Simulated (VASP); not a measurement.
# BiAs in VASP: further runs

The runs below take BiAs through relaxation of cell and atoms, single point, with PBE.

Everything below comes from runs of VASP 6.6.1. Logs are shortened: lines on timing, memory, paths and dates and some standing lists are left out, and cuts for length are marked.

### Step 1. The cell of the first run

The structure is cubic, space group Fm-3m (No. 225). The conventional cell has a = 6.033 Å, b = 6.033 Å, c = 6.033 Å, α = 90.00°, β = 90.00°, γ = 90.00°. Bi (site symmetry m-3m) has 6 As at 3.02 Å within 4.0 Å. Within 4.0 Å of As (site symmetry m-3m) lie 6 Bi at 3.02 Å.

### Step 2. Relaxation of cell and atoms, PBE

The input, INCAR:

```
SYSTEM = BiAs
ALGO = Normal ; EDIFF = 1E-6
EDIFFG = -0.01 ; ENCUT = 600
GGA = PE ; IBRION = 2
ISIF = 3 ; ISMEAR = 0
LASPH = .True. ; LCHARG = .False.
LREAL = .False. ; LWAVE = .False.
NELM = 100 ; NSW = 100
PREC = Accurate ; SIGMA = 0.1
```

The input, KPOINTS:

```
k-points
0
Gamma
  16 16 16
  0 0 0
```

The input, POSCAR:

```
BiAs
1.0
    0.0000000000      3.0165952298      3.0165952298
    3.0165952298      0.0000000000      3.0165952298
    3.0165952298      3.0165952298      0.0000000000
Bi As
1 1
Direct
    0.5000000000      0.5000000000      0.5000000000
    0.0000000000      0.0000000000      0.0000000000
```

Potentials or basis: VASP PAW PBE potentials, release 64 (Bi_d, As).

Started as:

```bash
$ cat potpaw_PBE.64/Bi_d/POTCAR potpaw_PBE.64/As/POTCAR > POTCAR
$ mpirun -np 1 vasp_std > vasp.out
```

OUTCAR:

```text
SYSTEM = BiAs
   EDIFF = 1E-6
   EDIFFG = -0.01
   ENCUT = 600
   GGA = PE
   IBRION = 2
   ISIF = 3
   ISMEAR = 0
   LASPH = .True.
   LREAL = .False.
   NELM = 100
   NSW = 100
   PREC = Accurate

 ion  position               nearest neighbor table
   1  0.500  0.500  0.500-   2 3.02   2 3.02   2 3.02   2 3.02   2 3.02   2 3.02
   2  0.000  0.000  0.000-   1 3.02   1 3.02   1 3.02   1 3.02   1 3.02   1 3.02

  LATTYP: Found a face centered cubic cell.
 ALAT       =     6.0331904596

  Lattice vectors:

 A1 = (   0.0000000000,   3.0165952298,   3.0165952298)
 A2 = (   3.0165952298,   0.0000000000,   3.0165952298)
 A3 = (   3.0165952298,   3.0165952298,   0.0000000000)

Analysis of symmetry for initial positions (statically):
=====================================================================
 Subroutine PRICEL returns:
 Original cell was already a primitive cell.

 Routine SETGRP: Setting up the symmetry group for a
 face centered cubic supercell.

 Subroutine GETGRP returns: Found 48 space group operations
 (whereof 48 operations were pure point group operations)
 out of a pool of 48 trial point group operations.

The static configuration has the point symmetry O_h .

Analysis of symmetry for dynamics (positions and initial velocities):
=====================================================================
 Subroutine PRICEL returns:
 Original cell was already a primitive cell.

 Routine SETGRP: Setting up the symmetry group for a
 face centered cubic supercell.

 Subroutine GETGRP returns: Found 48 space group operations
 (whereof 48 operations were pure point group operations)
 out of a pool of 48 trial point group operations.

The dynamic configuration has the point symmetry O_h .

 Subroutine INISYM returns: Found 48 space group operations
 (whereof 48 operations are pure point group operations),
 and found     1 'primitive' translations

----------------------------------------------------------------------------------------

                                     Primitive cell

  volume of cell :      54.9011

  direct lattice vectors                    reciprocal lattice vectors
     0.000000000  3.016595230  3.016595230    -0.165749781  0.165749781  0.165749781
     3.016595230  0.000000000  3.016595230     0.165749781 -0.165749781  0.165749781
     3.016595230  3.016595230  0.000000000     0.165749781  0.165749781 -0.165749781

  length of vectors
     4.266109886  4.266109886  4.266109886     0.287087043  0.287087043  0.287087043

  position of ions in fractional coordinates (direct lattice)
     0.500000000  0.500000000  0.500000000
     0.000000000  0.000000000  0.000000000

  ion indices of the primitive-cell ions
   primitive index   ion index
                 1           1
                 2           2

----------------------------------------------------------------------------------------

 KPOINTS: k-points

Automatic generation of k-mesh.
 Grid dimensions read from file:
 generate k-points for:   16   16   16

 Generating k-lattice:

  Cartesian coordinates                     Fractional coordinates (reciprocal lattice)
    -0.010359361  0.010359361  0.010359361     0.062500000  0.000000000  0.000000000
     0.010359361 -0.010359361  0.010359361     0.000000000  0.062500000  0.000000000
     0.010359361  0.010359361 -0.010359361     0.000000000  0.000000000  0.062500000

  Length of vectors
     0.017942940  0.017942940  0.017942940

  Shift w.r.t. Gamma in fractional coordinates (k-lattice)
     0.000000000  0.000000000  0.000000000

 Subroutine IBZKPT returns following result:
 ===========================================

 Found    145 irreducible k-points:

 Following reciprocal coordinates:
            Coordinates               Weight
  0.000000  0.000000  0.000000      1.000000
  0.062500  0.000000  0.000000      8.000000
  0.125000  0.000000  0.000000      8.000000
  0.187500  0.000000  0.000000      8.000000
  0.250000  0.000000  0.000000      8.000000
  0.312500  0.000000  0.000000      8.000000
[... 16 lines left out ...]
 -0.125000  0.062500  0.000000     24.000000
 -0.062500  0.062500  0.000000     12.000000
 [... further k-points ...]
   k-points           NKPTS =    145   k-points in BZ     NKDIM =    145   number of bands    NBANDS=     14
   number of dos      NEDOS =    301   number of ions     NIONS =      2
   total plane-waves  NPLWV =  46656
   dimension x,y,z NGX =    36 NGY =   36 NGZ =   36
   dimension x,y,z NGXF=    72 NGYF=   72 NGZF=   72
   ions per type =               1   1
   NGX,Y,Z   is equivalent  to a cutoff of  14.03, 14.03, 14.03 a.u.
   NGXF,Y,Z  is equivalent  to a cutoff of  28.06, 28.06, 28.06 a.u.
 SYSTEM =  BiAs
   PREC   = accura    normal or accurate (medium, high low for compatibility)
   ISTART =      0    job   : 0-new  1-cont  2-samecut
   ICHARG =      2    charge: 1-file 2-atom 10-const
   ISPIN  =      1    spin polarized calculation?
   LNONCOLLINEAR =      F non collinear calculations
   LSORBIT =      F    spin-orbit coupling
   LASPH  =      T    aspherical Exc in radial PAW
   ENCUT  =  600.0 eV  44.10 Ry    6.64 a.u.   8.52  8.52  8.52*2*pi/ulx,y,z
   NELM   =    100;   NELMIN=  2; NELMDL= -5     # of ELM steps
   EDIFF  = 0.1E-05   stopping-criterion for ELM
   LREAL  =      F    real-space projection
   EDIFFG = -.1E-01   stopping-criterion for IOM
   NSW    =    100    number of steps for IOM
   IBRION =      2    ionic relax: 0-MD 1-quasi-New 2-CG
   NFREE  =      1    steps in history (QN), initial steepest desc. (CG)
   ISIF   =      3    stress and relaxation
   ISYM   =      2    0-nonsym 1-usesym 2-fastsym
   POTIM  = 0.5000    time-step for ionic-motion
   TEBEG  =    0.0;   TEEND  =   0.0 temperature during run
   PSTRESS=    0.0 pullay stress
   NELECT =      20.0000    total number of electrons
   NUPDOWN=      -1.0000    fix difference up-down
   EMIN   =  10.00;   EMAX   =-10.00  energy-range for DOS
   EFERMI =   0.00;   METHOD = LEGACY
   ISMEAR =     0;   SIGMA  =   0.10  broadening in eV -4-tet -1-fermi 0-gaus
   EFERMI_NEDOS =   21; number of points for ismear=-14 and -15
   IALGO  =     38    algorithm
   IMIX   =      4    mixing-type and parameters
     AMIX     =   0.40;   BMIX     =  1.00
     AMIX_MAG =   1.60;   BMIX_MAG =  1.00
  volume/ion in A,a.u.               =      27.45       185.25
  Fermi-wavevector in a.u.,A,eV,Ry     =   1.169206  2.209479 18.599752  1.367043
  Thomas-Fermi vector in A             =   2.305682
   LORBIT       =      0    0 simple, 1 ext, 2 COOP (PROOUT), +10 PAW based schemes
   GGA     = PE    functional components
   LHFCALC =     F    Hartree Fock is set to
   AEXX    =    0.0000 exact exchange contribution
   IVDW    =     0    specifies the selected vdW correction
   LEPSILON=     F    determine dielectric tensor
   LRPA    =     F    only Hartree local field effects (RPA)
 conjugate gradient relaxation of ions
 non-spin polarized calculation
 Gauss-broadening in eV      SIGMA  =   0.10
  energy-cutoff  :      600.00
  volume of cell :       54.90
 maximum number of plane-waves:      1855
 NGX is ok and might be reduce to    36
   NGX = 17   NGY = 17   NGZ = 17

 number of electron      20.0000000 magnetization

 Free energy of the ion-electron system (eV)
  ---------------------------------------------------
  ext. energy  EPLUGINS =         0.00000000
  ---------------------------------------------------
  free energy    TOTEN  =        -8.52370039 eV

  energy without entropy =       -8.52240968  energy(sigma->0) =       -8.52305504

 E-fermi :   6.1526     XC(G=0):  -9.9149

 val. band max:        6.1364117226   @ k =  -0.1875   0.1875   0.0000
 cond. band min:       6.1855243843   @ k =  -0.3750   0.0625   0.0000
 fundamental gap:      0.0491126617
 Fermi energy:         6.1525512063

 k-point     1 :       0.0000    0.0000    0.0000
  band No.  band energies     occupation
      1     -16.8892      2.00000
      2     -16.8892      2.00000
      3     -16.8892      2.00000
      4     -16.8874      2.00000
      5     -16.8874      2.00000
      6      -7.4543      2.00000
      7      -0.3814      2.00000
      8       4.6205      2.00000
      9       4.6205      2.00000
     10       4.6205      2.00000
     11       9.8184      0.00000
     12       9.8184      0.00000
     13       9.8184      0.00000
     14      11.9538      0.00000

 k-point     2 :       0.0625    0.0000    0.0000
  band No.  band energies     occupation
      1     -16.8890      2.00000
      2     -16.8888      2.00000
      3     -16.8888      2.00000
      4     -16.8875      2.00000
      5     -16.8875      2.00000
      6      -7.4113      2.00000
      7      -0.5170      2.00000
      8       4.6321      2.00000
      9       4.6321      2.00000
     10       4.6819      2.00000
     11       9.5775      0.00000
     12       9.6242      0.00000
     13       9.6242      0.00000
     14      11.8469      0.00000

 k-point     3 :       0.1250    0.0000    0.0000
  band No.  band energies     occupation
      1     -16.8893      2.00000
      2     -16.8893      2.00000
      3     -16.8886      2.00000
      4     -16.8862      2.00000
      5     -16.8862      2.00000
      6      -7.2827      2.00000
      7      -0.8920      2.00000
      8       4.6688      2.00000
      9       4.6688      2.00000
     10       4.8374      2.00000
     11       9.0264      0.00000
     12       9.1473      0.00000
     13       9.1473      0.00000
     14      11.7290      0.00000
[... 324 lines left out ...]
 k-point    23 :      -0.1250    0.0625    0.0000
  band No.  band energies     occupation
      1     -16.8899      2.00000
      2     -16.8895      2.00000
      3     -16.8886      2.00000
      4     -16.8865      2.00000
      5     -16.8837      2.00000
      6      -7.1833      2.00000
      7      -1.1359      2.00000
      8       4.2514      2.00000
      9       4.9252      2.00000
     10       5.1524      2.00000
     11       8.3572      0.00000
     12       8.4742      0.00000
     13       9.7256      0.00000
     14      11.6202      0.00000

 k-point    24 :      -0.0625    0.0625    0.0000
  band No.  band energies     occupation
      1     -16.8890      2.00000
      2     -16.8887      2.00000
      3     -16.8885      2.00000
      4     -16.8882      2.00000
      5     -16.8862      2.00000
      6      -7.3398      2.00000
      7      -0.7243      2.00000
      8       4.4176      2.00000
      9       4.7688      2.00000
     10       4.8891      2.00000
     11       9.0304      0.00000
     12       9.1128      0.00000
     13       9.8638      0.00000
     14      11.6808      0.00000

 [... further k-points ...]
[... 5 lines left out ...]
  --------------------------------------------------------------------------------------
  -------------------------------------------------------------------------------------
  Total        0.0055034      0.0055034      0.0055034      0.0000000     -0.0000000     -0.0000000
  in kB        0.1606056      0.1606056      0.1606056      0.0000000     -0.0000000     -0.0000000
  external PRESSURE =       0.1606056 kB  Pullay stress =       0.0000000 kB

 VOLUME and BASIS-vectors are now :
 -----------------------------------------------------------------------------
  energy-cutoff  :      600.00
  volume of cell :       54.90
      direct lattice vectors                 reciprocal lattice vectors
     0.000000000  3.016595230  3.016595230    -0.165749781  0.165749781  0.165749781
     3.016595230  0.000000000  3.016595230     0.165749781 -0.165749781  0.165749781
     3.016595230  3.016595230  0.000000000     0.165749781  0.165749781 -0.165749781

 POSITION                                       TOTAL-FORCE (eV/Angst)
 -----------------------------------------------------------------------------------
      3.01660      3.01660      3.01660        -0.000000      0.000000      0.000000
      0.00000      0.00000      0.00000         0.000000     -0.000000     -0.000000
 -----------------------------------------------------------------------------------
    total drift:                                0.000000      0.000000      0.000000

  FREE ENERGIE OF THE ION-ELECTRON SYSTEM (eV)
  ---------------------------------------------------
  free  energy   TOTEN  =        -8.5237003887 eV

  energy  without entropy=       -8.5224096828  energy(sigma->0) =       -8.52305504

 reached required accuracy - stopping structural energy minimisation
```

Wall time 39 s (1 thread of Intel Xeon 6975P-C (Granite Rapids), shared host); peak memory 0.31 GiB.

What came out:

* Free energy: -8.5237 eV
* Pressure after relaxing: 0.0 GPa
* Band gap on the k mesh: zero (band 10 reaches 6.14 eV, above the bottom of band 11 at 6.12 eV)

Final structure:
```
Bi As
1.0
     0.00000    3.01660    3.01660
     3.01660    0.00000    3.01660
     3.01660    3.01660    0.00000
Bi As
1 1
Direct
  0.50000 0.50000 0.50000
  0.00000 0.00000 0.00000
```

Levels at points of the mesh, in eV from the Fermi level:
| k point | band 8 | band 9 | band 10 | band 11 | band 12 | band 13 |
| --- | --- | --- | --- | --- | --- | --- |
| (0.00, 0.00, 0.00) | -1.53 | -1.53 | -1.53 | 3.67 | 3.67 | 3.67 |
| (0.50, 0.00, 0.00) | -0.64 | -0.64 | -0.18 | -0.03 | 0.09 | 0.09 |
| (0.50, 0.50, 0.00) | -5.55 | -3.43 | -3.43 | 2.86 | 5.44 | 5.44 |

Caveat: the relaxation stopped at its first step, so nothing moved; spin-orbit coupling is left out, which moves the levels of the heavy elements.

### Step 3. Single point, PBE

This run uses another cell than the first one, of 22.49 Å³/atom, 0.819 times its volume.

The input, INCAR:

```
SYSTEM = BiAs
PREC     = Accurate       ! precision mode
ENCUT    = 520            ! plane-wave cutoff, eV
EDIFF    = 1E-7           ! SCF threshold, eV
ISMEAR   = 0              ! smearing method
SIGMA    = 0.1            ! smearing width, eV
LREAL    = .FALSE.        ! projectors in reciprocal space
LASPH    = .TRUE.         ! aspherical terms in the spheres
NELM     = 60             ! most SCF steps
ALGO     = Normal         ! electronic algorithm
ISIF     = 2              ! what is computed and relaxed
LWAVE    = .FALSE.        ! write WAVECAR
LCHARG   = .FALSE.        ! write CHGCAR
GGA      = PE             ! functional
NBANDS   = 17             ! bands
```

The input, KPOINTS:

```
Automatic mesh
0
G
  6 6 6
  0 0 0
```

The input, POSCAR:

```
BiAs
1.0
    1.9901001000      1.1489848300      3.2788682800
   -1.9901001000      1.1489848300      3.2788682800
    0.0000000000     -2.2979696600      3.2788682800
Bi As
1 1
Direct
    0.5000000000      0.5000000000      0.5000000000
    0.0000000000      0.0000000000      0.0000000000
```

Potentials or basis: VASP PAW PBE potentials, release 64 (Bi_d, As).

Started as:

```bash
$ cat potpaw_PBE.64/Bi_d/POTCAR potpaw_PBE.64/As/POTCAR > POTCAR
$ mpirun -np 1 vasp_std > vasp.out
```

Wall time 27 s (1 thread of Oxide Virtual Turin-like, shared host); peak memory 0.15 GiB.

The run converged. Its results:

| Property | Result |
| --- | --- |
| Free energy | -8.0091 eV |
| Pressure | 19.3 GPa |
| Band gap on the k mesh | zero (band 10 reaches 8.96 eV, above the bottom of band 11 at 8.60 eV) |

Stress tensor (GPa, compression positive):
```
19.40  0.00  0.00
 0.00 19.40  0.00
 0.00  0.00 18.98
```

Levels at points of the mesh, in eV from the Fermi level:
```tsv
k point	band 7	band 8	band 9	band 10	band 11	band 12	band 13	band 14
(0.00, 0.00, 0.00)	-5.58	-2.30	-2.17	-2.17	4.13	4.13	4.16	5.34
(0.50, 0.00, 0.00)	-12.04	-1.22	-1.17	-0.40	-0.30	-0.29	0.15	9.40
(0.50, 0.50, 0.00)	-9.05	-7.27	-4.67	-4.58	1.99	6.51	6.53	8.44
(0.50, 0.50, 0.50)	-12.07	-1.14	-1.14	-0.25	-0.25	-0.25	0.24	9.35
```

Caveat: spin-orbit coupling is left out, which moves the levels of the heavy elements.
